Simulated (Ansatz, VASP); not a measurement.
Ge in VASP and in Ansatz

```
Ge
1.0
     3.90100    0.00000    0.00000
    -1.95050    3.37837    0.00000
     0.00000    0.00000   28.00000
Ge
2
Direct
  0.33333 0.66667 0.51832
  0.66667 0.33333 0.48168
```

Alike in both runs: task single point; functional PBE; dispersion D3(BJ); k mesh 12 × 12 × 1; occupations gaussian, width 0.1 eV; no spin polarisation.

|  | VASP | Ansatz |
| --- | --- | --- |
| version | VASP 6.6.1 | Ansatz 0.2.0 |
| potentials or method | VASP PAW PBE potentials, release 64 (Ge_d), cutoff 520 eV | scalar-relativistic, plane waves, PAW |
| valence electrons in the cell | 28 | 28 |

Ansatz gave:

```
gap on the k mesh at the Fermi level (eV) : none
rms of the force components (eV/Å)        : 0.619
```

Problem. Estimate VASP's values.

Solution. gap on the k mesh at the Fermi level (eV): none; rms of the force components (eV/Å): 0.620.

Atom by atom the forces differ by 0.001 eV/Å (rms over components). A gap of «none» marks a metal or a gap that the smearing closes.
